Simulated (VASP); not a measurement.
A run of VASP 6.6.1 is set up as follows.

The input INCAR:

```
SYSTEM = InAs
PREC = Accurate ; ENCUT = 520
EDIFF = 1E-7 ; ISMEAR = 0
SIGMA = 0.05 ; LREAL = .False.
LASPH = .True. ; NELM = 60
ALGO = Normal ; ISIF = 2
LWAVE = .False. ; LCHARG = .False.
GGA = PE ; NBANDS = 16
```

The input KPOINTS:

```
Automatic mesh
0
Gamma
  10 10 10
  0 0 0
```

Contents of POSCAR:

```
InAs
1.0
    0.0000000000      3.0340465854      3.0340465854
    3.0340465854      0.0000000000      3.0340465854
    3.0340465854      3.0340465854      0.0000000000
In As
1 1
Direct
    0.0000000000      0.0000000000      0.0000000000
    0.7500000000      0.7500000000      0.7500000000
```

Potentials or basis: VASP PAW PBE potentials, release 64 (In_d, As).

Command:

```bash
$ cat potpaw_PBE.64/In_d/POTCAR potpaw_PBE.64/As/POTCAR > POTCAR
$ mpirun -np 1 vasp_std > vasp.out
```

**Question.** Estimate the pressure.

**Answer.** 3.3 GPa.

**Question.** Estimate the band gap on the k mesh.

**Answer.** Zero (filled and empty bands touch).

Caveat: spin-orbit coupling is left out, which moves the levels of the heavy elements.
